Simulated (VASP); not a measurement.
Wanted: the native input for a VASP 6.6.1 run.

```yaml
Task: single point
Functional: PBEsol
Potentials_or_basis: VASP PAW PBE potentials, release 64 (Mn_pv, F)
Cutoff: 520 eV
k_mesh: 4 × 4 × 6
Occupations: gaussian, width 0.05 eV
Spin: collinear spin, ferromagnetic start
Starting_moments: "[5.0, 5.0, 0.0, 0.0, 0.0, 0.0] μB"
Hubbard_terms: Mn d U = 4.0 eV
Dipole_correction: no
Further_INCAR_settings: ALGO = Normal; EDIFF = 1e-07; NBANDS = 40
```

The structure of MnF2 lies in POSCAR:

```
MnF2
1.0
    4.8733996600      0.0000000000      0.0000000000
    0.0000000000      4.8733996600      0.0000000000
    0.0000000000      0.0000000000      3.3098997700
Mn F
2 4
Direct
    0.0000000000      0.0000000000      0.0000000000
    0.5000000000      0.5000000000      0.5000000000
    0.3050000000      0.3050000000      0.0000000000
    0.1950000000      0.8050000000      0.5000000000
    0.6950000000      0.6950000000      0.0000000000
    0.8050000000      0.1950000000      0.5000000000
```

These files were run (other wordings do the same):

INCAR

```
  ALGO = Normal
  EDIFF = 1E-7
  ENCUT = 520
  GGA = PS
  ISIF = 2
  ISMEAR = 0
  ISPIN = 2
  LASPH = True
  LCHARG = True
  LDAU = True
  LDAUJ = 0 0
  LDAUL = 2 -1
  LDAUPRINT = 1
  LDAUTYPE = 2
  LDAUU = 4 0
  LELF = True
  LMAXMIX = 4
  LORBIT = 11
  LREAL = False
  LVHAR = True
  LWAVE = False
  MAGMOM = 5 5 0 0 0 0
  NBANDS = 40
  NELM = 150
  PREC = Accurate
  SIGMA = 0.05
```

KPOINTS

```
k-points
0
Gamma
  4 4 6
```

Potentials or basis: VASP PAW PBE potentials, release 64 (Mn_pv, F).

Run with:

```bash
$ cat potpaw_PBE.64/Mn_pv/POTCAR potpaw_PBE.64/F/POTCAR > POTCAR
$ mpirun -np 1 vasp_std > vasp.out
```

It gave:

```
Pressure                                              : 0.6 GPa
Largest force                                         : 0.008 eV/Å
Band gap on the k mesh                                : 2.25 eV
Net moment                                            : 10.00 μB per cell
Site moments                                          : Mn +4.68; F +0.05 μB
Valence electrons inside the program's atomic spheres : Mn 11.27; F 6.09
```

Caveat: the PAW data sets were made with another functional, which shifts forces and pressure a little; only a ferromagnetic start was run, and an antiferromagnetic order may lie lower in energy.

Run time: 51 s on 1 thread of Intel(R) Xeon(R) 6975P-C (Granite Rapids) (shared host), peak memory 0.27 GiB.
